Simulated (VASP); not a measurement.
A run of VASP 6.6.1 is set up as follows.

INCAR

```
PREC     = Accurate       # precision mode
ENCUT    = 520            # plane-wave cutoff, eV
EDIFF    = 1E-6           # SCF threshold, eV
ISMEAR   = 0              # smearing method
SIGMA    = 0.01           # smearing width, eV
LREAL    = F              # projectors in reciprocal space
LASPH    = T              # aspherical terms in the spheres
NELM     = 100            # most SCF steps
ALGO     = Normal         # electronic algorithm
ISIF     = 2              # what is computed and relaxed
LWAVE    = F              # write WAVECAR
LCHARG   = F              # write CHGCAR
GGA      = PS             # functional
NBANDS   = 16             # bands
```

The input KPOINTS:

```
Automatic mesh
0
Gamma
  10 10 14
```

The input POSCAR:

```
Al2Cu
1.0
    4.1051820000      0.0000000000      0.0000000000
    0.0000000000      4.1051820000      0.0000000000
    0.0000000000      0.0000000000      2.8913130000
Al Cu
2 1
Direct
    0.5000000000      0.0000000000      0.5000000000
    0.0000000000      0.5000000000      0.5000000000
    0.0000000000      0.0000000000      0.0000000000
```

Potentials or basis: VASP PAW PBE potentials, release 64 (Al, Cu).

Launch:

```console
$ cat potpaw_PBE.64/Al/POTCAR potpaw_PBE.64/Cu/POTCAR > POTCAR
$ mpirun -np 1 vasp_std > vasp.out
```

Q: Predict the band gap on the k mesh.

A: Zero (an odd number of electrons rules out a gap without spin polarisation).

Q: What does it give for the pressure?

A: -2.3 GPa.

Stress tensor (GPa, compression positive):
```
-1.98  0.00  0.00
 0.00 -1.98  0.00
 0.00  0.00 -2.84
```

Caveat: the PAW data sets were made with another functional, which shifts forces and pressure a little.
